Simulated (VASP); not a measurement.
# BaTe in VASP: notebook, part 2 of 2

VASP 6.6.1. The steps go on from the part before.

### 4 Single point, PBEsol

This run uses another cell than the first one: it holds 6 atoms, not 2.

Input file INCAR:

```
ALGO = Normal
DIPOL = 0.5 0.5 0.500
EDIFF = 1E-6
ENCUT = 400
GGA = PS
GGA_COMPAT = False
IDIPOL = 3
ISIF = 2
ISMEAR = 0
LASPH = True
LCHARG = True
LDIPOL = True
LELF = True
LREAL = False
LVACPOTAV = True
LVHAR = True
LWAVE = False
NBANDS = 33
NELM = 120
NELMDL = -8
PREC = Accurate
SIGMA = 0.1
```

Input file KPOINTS:

```
k-points
0
Gamma
  3 3 1
```

Input file POSCAR:

```
BaTe
1.0
    4.2624660000      0.0000000000      0.0000000000
    0.0000000000      4.2624660000      0.0000000000
    0.0000000000      0.0000000000     22.6561650000
Ba Te
3 3
Direct
    0.0000000000      0.0000000000      0.2648285798
    0.0000000000      0.0000000000      0.4529657160
    0.0000000000      0.0000000000      0.6411028521
    0.5000000000      0.5000000000      0.3588971479
    0.5000000000      0.5000000000      0.5470342840
    0.5000000000      0.5000000000      0.7351714202
```

Potentials or basis: VASP PAW PBE potentials, release 64 (Ba_sv, Te).

Run with:

```sh
> cat potpaw_PBE.64/Ba_sv/POTCAR potpaw_PBE.64/Te/POTCAR > POTCAR
> mpirun -np 1 vasp_std > vasp.out
```

OUTCAR:

```text
EDIFF = 1E-6
   ENCUT = 400
   GGA = PS
   ISIF = 2
   ISMEAR = 0
   LASPH = True
   LREAL = False
   NELM = 120
   NELMDL = -8
   PREC = Accurate

 ion  position               nearest neighbor table
   1  0.000  0.000  0.265-   4 3.69   4 3.69   4 3.69   4 3.69   2 4.26
   2  0.000  0.000  0.453-   5 3.69   5 3.69   5 3.69   5 3.69   4 3.69   4 3.69   4 3.69   4 3.69
                             3 4.26   1 4.26
   3  0.000  0.000  0.641-   5 3.69   6 3.69   5 3.69   6 3.69   5 3.69   6 3.69   5 3.69   6 3.69
                             2 4.26
   4  0.500  0.500  0.359-   1 3.69   2 3.69   1 3.69   2 3.69   1 3.69   2 3.69   1 3.69   2 3.69

   5  0.500  0.500  0.547-   2 3.69   2 3.69   2 3.69   2 3.69   3 3.69   3 3.69   3 3.69   3 3.69

   6  0.500  0.500  0.735-   3 3.69   3 3.69   3 3.69   3 3.69

  LATTYP: Found a simple tetragonal cell.
 ALAT       =     4.2624660000
 C/A-ratio  =     5.3152717230

  Lattice vectors:

 A1 = (   4.2624660000,   0.0000000000,   0.0000000000)
 A2 = (   0.0000000000,   4.2624660000,   0.0000000000)
 A3 = (   0.0000000000,   0.0000000000,  22.6561650000)
[... 165 lines left out ...]

 val. band max:        0.3811638756   @ k =   0.3333   0.0000   0.0000
 cond. band min:       0.4536805122   @ k =   0.0000   0.0000   0.0000
 fundamental gap:      0.0725166367
 Fermi energy:         0.4108951608

 k-point     1 :       0.0000    0.0000    0.0000
  band No.  band energies     occupation
      1     -28.8975      2.00000
      2     -28.1158      2.00000
      3     -27.5007      2.00000
      4     -14.1842      2.00000
      5     -13.8577      2.00000
      6     -13.8577      2.00000
[... 97 lines left out ...]
     32       3.4203      0.00000
     33       3.4255      0.00000

------------------------ aborting loop because EDIFF is reached ----------------------------------------

  FORCE on cell =-STRESS in cart. coord.  units (eV):
  Direction    XX          YY          ZZ          XY          YZ          ZX
  --------------------------------------------------------------------------------------
  -------------------------------------------------------------------------------------
  Total       -3.6806495     -3.6806495     -3.0805026      0.0000000      0.0000000      0.0000000
  in kB      -14.3260610    -14.3260610    -11.9901304      0.0000000      0.0000000      0.0000000
  external PRESSURE =     -13.5474174 kB  Pullay stress =       0.0000000 kB

 VOLUME and BASIS-vectors are now :
 -----------------------------------------------------------------------------
  energy-cutoff  :      400.00
  volume of cell :      411.63
      direct lattice vectors                 reciprocal lattice vectors
     4.262466000  0.000000000  0.000000000     0.234605977  0.000000000  0.000000000
     0.000000000  4.262466000  0.000000000     0.000000000  0.234605977  0.000000000
     0.000000000  0.000000000 22.656165000     0.000000000  0.000000000  0.044138097

 POSITION                                       TOTAL-FORCE (eV/Angst)
 -----------------------------------------------------------------------------------
      0.00000      0.00000      6.00000        -0.000000     -0.000000      0.618983
      0.00000      0.00000     10.26247        -0.000000     -0.000000      0.385380
      0.00000      0.00000     14.52493        -0.000000      0.000000      0.334419
      2.13123      2.13123      8.13123         0.000000     -0.000000     -0.557145
      2.13123      2.13123     12.39370        -0.000000      0.000000     -0.455436
      2.13123      2.13123     16.65616        -0.000000     -0.000000     -0.326200
 -----------------------------------------------------------------------------------
    total drift:                               -0.000000      0.000000      0.000322

  FREE ENERGIE OF THE ION-ELECTRON SYSTEM (eV)
  ---------------------------------------------------
  free  energy   TOTEN  =       -23.5381078033 eV

  energy  without entropy=      -23.4828176367  energy(sigma->0) =      -23.51046272
```

OSZICAR:

```text
N       E                     dE             d eps       ncg     rms          rms(c)
DAV:   1     0.352619044731E+03    0.35262E+03   -0.15453E+04   198   0.920E+02
DAV:   2     0.116559432341E+02   -0.34096E+03   -0.32877E+03   290   0.217E+02
DAV:   3    -0.241295294502E+02   -0.35785E+02   -0.35448E+02   291   0.746E+01
[... 19 lines left out ...]
DAV:  23    -0.235380949874E+02    0.90395E-05   -0.46785E-05   268   0.238E-02    0.324E-02
DAV:  24    -0.235380904550E+02    0.45324E-05   -0.48170E-05   276   0.242E-02    0.122E-02
DAV:  25    -0.235381032003E+02   -0.12745E-04   -0.24096E-05   292   0.144E-02    0.107E-02
DAV:  26    -0.235381069241E+02   -0.37238E-05   -0.32976E-06   195   0.562E-03    0.789E-03
DAV:  27    -0.235381078033E+02   -0.87921E-06   -0.12464E-06   193   0.392E-03
   1 F= -.23538108E+02 E0= -.23510463E+02  d E =-.552902E-01
```

stdout:

```text
POSCAR found type information on POSCAR BaTe
 POSCAR found :  2 types and       6 ions
 scaLAPACK will be used
 -----------------------------------------------------------------------------
[... 39 lines left out ...]
|     Did not find any points to average over, which means that no vacuum     |
|     field-free region was found. Please increase the size of  your cell     |
|     in the dimension of the dipole correction to obtain accurate            |
|     workfunction values.                                                    |
|                                                                             |
 -----------------------------------------------------------------------------
```

Run time: 35 s. Hardware: 1 thread of Intel Xeon 6975P-C (Granite Rapids), shared host; peak memory 0.33 GiB.

Results:

| Quantity | Value |
| --- | --- |
| Free energy | -23.5381 eV |
| Largest force | 0.619 eV/Å |
| Band gap on the k mesh | zero (bands 24 and 25 overlap by 0.01 eV) |

Forces in eV/Å, atoms in the order of the input:
```
Ba   0.000  0.000  0.619
Ba   0.000  0.000  0.385
Ba   0.000  0.000  0.334
Te   0.000  0.000 -0.557
Te   0.000  0.000 -0.455
Te   0.000  0.000 -0.326
```

Caveat: the k points lie up to 0.49 Å⁻¹ apart; the PAW data sets were made with another functional, which shifts forces and pressure a little; spin-orbit coupling is left out, which moves the levels of the heavy elements.

### 5 Single point, PBEsol

This run uses another cell than the first one: it holds 8 atoms, not 2.

Input file INCAR:

```
SYSTEM = BaTe
ALGO     = Normal         ! electronic algorithm
DIPOL    = 0.5 0.5 0.500
EDIFF    = 1E-6           ! SCF threshold, eV
ENCUT    = 400            ! plane-wave cutoff, eV
GGA      = PS             ! functional
GGA_COMPAT= .FALSE.      
IDIPOL   = 3            
ISIF     = 2              ! what is computed and relaxed
ISMEAR   = 0              ! smearing method
LASPH    = .TRUE.         ! aspherical terms in the spheres
LCHARG   = .FALSE.        ! write CHGCAR
LDIPOL   = .TRUE.       
LREAL    = .FALSE.        ! projectors in reciprocal space
LWAVE    = .FALSE.        ! write WAVECAR
NBANDS   = 42             ! bands
NELM     = 120            ! most SCF steps
NELMDL   = -8           
PREC     = Accurate       ! precision mode
SIGMA    = 0.1            ! smearing width, eV
```

Input file KPOINTS:

```
k-points
0
G
  3 3 1
  0 0 0
```

Input file POSCAR:

```
BaTe
1.0
    4.2624660000      0.0000000000      0.0000000000
    0.0000000000      4.2624660000      0.0000000000
    0.0000000000      0.0000000000     26.9186310000
Ba Te
4 4
Direct
    0.0000000000      0.0000000000      0.2228939503
    0.0000000000      0.0000000000      0.3812402644
    0.0000000000      0.0000000000      0.5395865785
    0.0000000000      0.0000000000      0.6979328926
    0.5000000000      0.5000000000      0.3020671074
    0.5000000000      0.5000000000      0.4604134215
    0.5000000000      0.5000000000      0.6187597356
    0.5000000000      0.5000000000      0.7771060497
```

Run with:

```sh
> cat potpaw_PBE.64/Ba_sv/POTCAR potpaw_PBE.64/Te/POTCAR > POTCAR
> mpirun -np 1 vasp_std > vasp.out
```

It took 68 s on 1 thread of Intel Xeon 6975P-C (Granite Rapids), shared host; peak memory 0.36 GiB.

It converged, with:

* Free energy: -32.3436 eV
* Largest force: 0.575 eV/Å
* Band gap on the k mesh: zero (filled and empty bands touch)

Forces on the atoms (eV/Å):
```
Ba   0.000  0.000  0.575
Ba   0.000  0.000  0.294
Ba   0.000  0.000  0.208
Ba   0.000  0.000  0.237
Te   0.000  0.000 -0.459
Te   0.000  0.000 -0.289
Te   0.000  0.000 -0.317
Te   0.000  0.000 -0.251
```

Levels at points of the mesh, in eV from the Fermi level:
```tsv
k point	band 29	band 30	band 31	band 32	band 33	band 34	band 35	band 36
(0.00, 0.00, 0.00)	-0.66	-0.66	-0.26	-0.03	-0.03	0.03	0.41	0.48
```

Caveat: the k points lie up to 0.49 Å⁻¹ apart; the PAW data sets were made with another functional, which shifts forces and pressure a little; spin-orbit coupling is left out, which moves the levels of the heavy elements.

### 6 Summary

```tsv
cell	gap on the mesh (eV)	largest force (eV/Å)
a = 4.262, b = 4.262, c = 14.131 Å, 2 atoms, atomic positions A	none	1.86
a = 4.262, b = 4.262, c = 18.394 Å, 4 atoms, atomic positions B	none	0.84
a = 4.262, b = 4.262, c = 22.656 Å, 6 atoms, atomic positions C	none	0.62
a = 4.262, b = 4.262, c = 26.919 Å, 8 atoms, atomic positions D	none	0.58
```

Alike in all rows: task single point; level PBEsol; potentials or basis VASP PAW PBE potentials, release 64 (Ba_sv, Te); no spin polarisation; k mesh 3 × 3 × 1; cutoff (eV) 400; smearing gaussian 0.1 eV.

Caveats: all runs use coarse meshes; the PAW data sets were made with another functional, which shifts forces and pressure a little; spin-orbit coupling is left out, which moves the levels of the heavy elements.

Absolute energies hang on the potentials; compare differences alone.
